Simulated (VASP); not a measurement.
# CdS (F-43m) in VASP: a series of runs, part 2 of 2

VASP 6.6.1. The steps go on from the part before.

## (3) Single point, PBEsol

This run uses another cell than the first one, of 22.53 Å³/atom.

Input file INCAR:

```
SYSTEM = CdS
ALGO = Normal
EDIFF = 1E-6
ENCUT = 520
GGA = PS
ISIF = 2
ISMEAR = 0
LASPH = .TRUE.
LCHARG = .FALSE.
LREAL = .FALSE.
LWAVE = .FALSE.
NBANDS = 16
NELM = 60
PREC = Accurate
SIGMA = 0.01
```

Input file KPOINTS:

```
k-points
0
G
  6 6 6
  0 0 0
```

Input file POSCAR:

```
CdS
1.0
    0.0000000000      2.8242896407      2.8242896407
    2.8242896407      0.0000000000      2.8242896407
    2.8242896407      2.8242896407      0.0000000000
Cd S
1 1
Direct
    0.0000000000      0.0000000000      0.0000000000
    0.7500000000      0.7500000000      0.7500000000
```

Potentials or basis: VASP PAW PBE potentials, release 64 (Cd, S).

The run is started by

```
cat potpaw_PBE.64/Cd/POTCAR potpaw_PBE.64/S/POTCAR > POTCAR
mpirun -np 1 vasp_std > vasp.out
```

Run time: 5.9 s. Hardware: 1 thread of Intel Xeon 6975P-C (Granite Rapids), shared host; peak memory 0.16 GiB.

Results (log left out):

| Quantity | Value |
| --- | --- |
| Free energy | -6.7095 eV |
| Pressure | 7.6 GPa |
| Band gap on the k mesh | 1.20 eV |

Levels at points of the mesh, in eV from the valence-band top:
```tsv
k point	band 6	band 7	band 8	band 9	band 10	band 11	band 12	band 13
(0.00, 0.00, 0.00)	-7.52	0.00	0.00	0.00	1.20	6.39	6.39	6.39
(0.50, 0.00, 0.00)	-7.05	-5.12	-0.92	-0.92	3.01	6.89	6.89	7.59
(0.50, 0.50, 0.00)	-6.98	-4.46	-2.28	-2.28	3.20	4.31	9.52	11.24
```

Caveat: the cell stands under pressure; the PAW data sets were made with another functional, which shifts forces and pressure a little.

## (4) Single point, PBEsol

This run uses another cell than the first one, of 21.85 Å³/atom.

Input file INCAR:

```
PREC = Accurate ; ENCUT = 520
EDIFF = 1E-7 ; ISMEAR = 0
SIGMA = 0.01 ; LREAL = F
LASPH = T ; NELM = 80
ALGO = Normal ; ISIF = 2
LWAVE = F ; LCHARG = F
GGA = PS ; NBANDS = 16
```

Input file KPOINTS:

```
regular mesh
0
Gamma
  6 6 6
```

Input file POSCAR:

```
CdS
1.0
    0.0000000000      2.7957882757      2.7957882757
    2.7957882757      0.0000000000      2.7957882757
    2.7957882757      2.7957882757      0.0000000000
Cd S
1 1
Direct
    0.0000000000      0.0000000000      0.0000000000
    0.7500000000      0.7500000000      0.7500000000
```

The run is started by

```
cat potpaw_PBE.64/Cd/POTCAR potpaw_PBE.64/S/POTCAR > POTCAR
mpirun -np 1 vasp_std > vasp.out
```

It took 6.6 s on 1 thread of Intel Xeon 6975P-C (Granite Rapids), shared host; peak memory 0.16 GiB.

It converged, with:

| Property | Result |
| --- | --- |
| Free energy | -6.6328 eV |
| Pressure | 10.6 GPa |
| Band gap on the k mesh | 1.26 eV |

Levels at points of the mesh, in eV from the valence-band top:
| k point | band 6 | band 7 | band 8 | band 9 | band 10 | band 11 | band 12 | band 13 |
| --- | --- | --- | --- | --- | --- | --- | --- | --- |
| (0.00, 0.00, 0.00) | -7.64 | 0.00 | 0.00 | 0.00 | 1.26 | 6.36 | 6.36 | 6.36 |
| (0.50, 0.00, 0.00) | -7.13 | -5.34 | -0.97 | -0.97 | 3.03 | 6.87 | 6.87 | 7.66 |
| (0.50, 0.50, 0.00) | -7.06 | -4.61 | -2.41 | -2.41 | 3.14 | 4.31 | 9.67 | 11.42 |

Caveat: the cell stands under pressure; the PAW data sets were made with another functional, which shifts forces and pressure a little.

## (5) Single point, PBEsol

This run uses another cell than the first one, of 23.96 Å³/atom.

Input file INCAR:

```
SYSTEM = CdS
PREC = Accurate ; ENCUT = 520
EDIFF = 1E-6 ; ISMEAR = 0
SIGMA = 0.01 ; LREAL = .False.
LASPH = .True. ; NELM = 100
ALGO = Normal ; ISIF = 2
LWAVE = .False. ; LCHARG = .False.
GGA = PS ; NBANDS = 16
```

Input file KPOINTS:

```
regular mesh
0
Gamma
  6 6 6
  0 0 0
```

Input file POSCAR:

```
CdS
1.0
    0.0000000000      2.8830542212      2.8830542212
    2.8830542212      0.0000000000      2.8830542212
    2.8830542212      2.8830542212      0.0000000000
Cd S
1 1
Direct
    0.0000000000      0.0000000000      0.0000000000
    0.7500000000      0.7500000000      0.7500000000
```

The run is started by

```
cat potpaw_PBE.64/Cd/POTCAR potpaw_PBE.64/S/POTCAR > POTCAR
mpirun -np 1 vasp_std > vasp.out
```

Run time: 5.8 s. Hardware: 1 thread of Intel Xeon 6975P-C (Granite Rapids), shared host; peak memory 0.16 GiB.

The run converged. Its results:

- Free energy: -6.7975 eV
- Pressure: 2.4 GPa
- Band gap on the k mesh: 1.08 eV

Levels at points of the mesh, in eV from the valence-band top:
```tsv
k point	band 6	band 7	band 8	band 9	band 10	band 11	band 12	band 13
(0.00, 0.00, 0.00)	-7.33	0.00	0.00	0.00	1.08	6.43	6.43	6.43
(0.50, 0.00, 0.00)	-6.92	-4.70	-0.82	-0.82	2.93	6.91	6.91	7.43
(0.50, 0.50, 0.00)	-6.85	-4.17	-2.04	-2.04	3.33	4.28	9.23	10.88
```

Caveat: the PAW data sets were made with another functional, which shifts forces and pressure a little.

## (6) Single point, PBEsol

This run uses another cell than the first one, of 23.33 Å³/atom.

Input file INCAR:

```
PREC = Accurate
ENCUT = 520
EDIFF = 1E-6
ISMEAR = 0
SIGMA = 0.01
LREAL = False
LASPH = True
NELM = 100
ALGO = Normal
ISIF = 2
LWAVE = False
LCHARG = False
GGA = PS
NBANDS = 16
```

Input file KPOINTS:

```
regular mesh
0
Gamma
  6 6 6
```

Input file POSCAR:

```
CdS
1.0
    0.0000000000      2.8574086287      2.8574086287
    2.8574086287      0.0000000000      2.8574086287
    2.8574086287      2.8574086287      0.0000000000
Cd S
1 1
Direct
    0.0000000000      0.0000000000      0.0000000000
    0.7500000000      0.7500000000      0.7500000000
```

Potentials or basis: VASP PAW PBE potentials, release 64 (Cd, S).

The run is started by

```
cat potpaw_PBE.64/Cd/POTCAR potpaw_PBE.64/S/POTCAR > POTCAR
mpirun -np 1 vasp_std > vasp.out
```

OUTCAR:

```text
PREC = Accurate
   ENCUT = 520
   EDIFF = 1E-6
   ISMEAR = 0
   LREAL = False
   LASPH = True
   NELM = 100
   ISIF = 2
   GGA = PS

 ion  position               nearest neighbor table
   1  0.000  0.000  0.000-   2 2.47   2 2.47   2 2.47   2 2.47
   2  0.750  0.750  0.750-   1 2.47   1 2.47   1 2.47   1 2.47

  LATTYP: Found a face centered cubic cell.
 ALAT       =     5.7148172574

  Lattice vectors:

 A1 = (   0.0000000000,   2.8574086287,   2.8574086287)
[... 478 lines left out ...]

------------------------ aborting loop because EDIFF is reached ----------------------------------------

  FORCE on cell =-STRESS in cart. coord.  units (eV):
  Direction    XX          YY          ZZ          XY          YZ          ZX
  --------------------------------------------------------------------------------------
  -------------------------------------------------------------------------------------
  Total        1.3117857      1.3117857      1.3117857      0.0000000     -0.0000000     -0.0000000
  in kB       45.0429073     45.0429073     45.0429073      0.0000000     -0.0000000     -0.0000000
  external PRESSURE =      45.0429073 kB  Pullay stress =       0.0000000 kB

 VOLUME and BASIS-vectors are now :
 -----------------------------------------------------------------------------
  energy-cutoff  :      520.00
  volume of cell :       46.66
      direct lattice vectors                 reciprocal lattice vectors
     0.000000000  2.857408629  2.857408629    -0.174983723  0.174983723  0.174983723
     2.857408629  0.000000000  2.857408629     0.174983723 -0.174983723  0.174983723
     2.857408629  2.857408629  0.000000000     0.174983723  0.174983723 -0.174983723

 POSITION                                       TOTAL-FORCE (eV/Angst)
 -----------------------------------------------------------------------------------
      0.00000      0.00000      0.00000        -0.000000     -0.000000     -0.000000
      4.28611      4.28611      4.28611         0.000000      0.000000      0.000000
 -----------------------------------------------------------------------------------
    total drift:                                0.000001      0.000001      0.000001

  FREE ENERGIE OF THE ION-ELECTRON SYSTEM (eV)
  ---------------------------------------------------
  free  energy   TOTEN  =        -6.7698994150 eV

  energy  without entropy=       -6.7698994150  energy(sigma->0) =       -6.76989941
```

Run time: 5.8 s. Hardware: 1 thread of Intel Xeon 6975P-C (Granite Rapids), shared host; peak memory 0.16 GiB.

Results:

- Free energy: -6.7699 eV
- Pressure: 4.5 GPa
- Band gap on the k mesh: 1.13 eV

Levels at points of the mesh, in eV from the valence-band top:
```csv
k point,band 6,band 7,band 8,band 9,band 10,band 11,band 12,band 13
"(0.00, 0.00, 0.00)",-7.41,0.00,0.00,0.00,1.13,6.42,6.42,6.42
"(0.50, 0.00, 0.00)",-6.97,-4.88,-0.86,-0.86,2.97,6.90,6.90,7.50
"(0.50, 0.50, 0.00)",-6.91,-4.30,-2.14,-2.14,3.27,4.30,9.35,11.04
```

Caveat: the cell stands under pressure; the PAW data sets were made with another functional, which shifts forces and pressure a little.

## (7) Summary

```csv
cell,gap on the mesh (eV),pressure (GPa)
"a = 3.896 Å, angles 60.0°, 2 atoms",1.34,15.8
"a = 3.994 Å, angles 60.0°, 2 atoms",1.20,7.6
"a = 3.954 Å, angles 60.0°, 2 atoms",1.26,10.6
"a = 4.077 Å, angles 60.0°, 2 atoms",1.08,2.4
"a = 4.041 Å, angles 60.0°, 2 atoms",1.13,4.5
```

Alike in all rows: task single point; level PBEsol; potentials or basis VASP PAW PBE potentials, release 64 (Cd, S); no spin polarisation; k mesh 6 × 6 × 6; cutoff (eV) 520; smearing gaussian 0.01 eV.

Caveats: the PAW data sets were made with another functional, which shifts forces and pressure a little; the cell stands under pressure (at least some runs).

Total energies depend on the potentials used, so only differences within one code and one set of settings carry meaning.
